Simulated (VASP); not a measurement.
Wanted: the native input for a VASP 6.6.1 run.

* Task: single point
* Functional: PBE
* Dispersion: D3(BJ)
* Potentials or basis: VASP PAW PBE potentials, release 64 (C_h, N_h, H_h)
* Cutoff: 1000 eV
* k mesh: 4 × 4 × 1
* Occupations: gaussian, width 0.1 eV
* Spin: no spin polarisation
* Dipole correction: yes
* Further INCAR settings: ALGO = Normal; EDIFF = 1e-06; NBANDS = 12; NELMDL = -8

The structure of CNH lies in POSCAR:

```
HCN
1.0
    5.4313155574      0.0000000000      0.0000000000
   -2.7156577787      4.7036572487      0.0000000000
    0.0000000000      0.0000000000     24.6502505826
C N H
1 1 1
Direct
    0.5000000000      0.0000000000      0.6339342003
    0.5000000000      0.0000000000      0.5866868299
    0.5000000000      0.0000000000      0.6772814106
```

These files were run (other wordings do the same):

INCAR

```
  PREC = Accurate
  ENCUT = 1000
  EDIFF = 1E-6
  ISMEAR = 0
  SIGMA = 0.1
  LREAL = False
  LASPH = True
  NELM = 120
  ALGO = Normal
  ISIF = 2
  LWAVE = False
  LCHARG = True
  LDIPOL = True
  IDIPOL = 3
  DIPOL = 0.5 0.5 0.633
  GGA = PE
  IVDW = 12
  LELF = True
  LVHAR = True
  LVACPOTAV = True
  NBANDS = 12
  GGA_COMPAT = False
  NELMDL = -8
```

KPOINTS

```
regular mesh
0
Gamma
  4 4 1
```

Potentials or basis: VASP PAW PBE potentials, release 64 (C_h, N_h, H_h).

The run is started by

```console
$ cat potpaw_PBE.64/C_h/POTCAR potpaw_PBE.64/N_h/POTCAR potpaw_PBE.64/H_h/POTCAR > POTCAR
$ mpirun -np 1 vasp_std > vasp.out
```

It gave:

```json
{
  "Largest force": "0.928 eV/Å",
  "Gap between the frontier levels": "6.71 eV",
  "Dispersion energy per atom": "-0.011 eV"
}
```

It took 2.7 min on 1 thread of Intel(R) Xeon(R) 6975P-C (Granite Rapids), with other jobs on the host, peak memory 1.4 GiB.
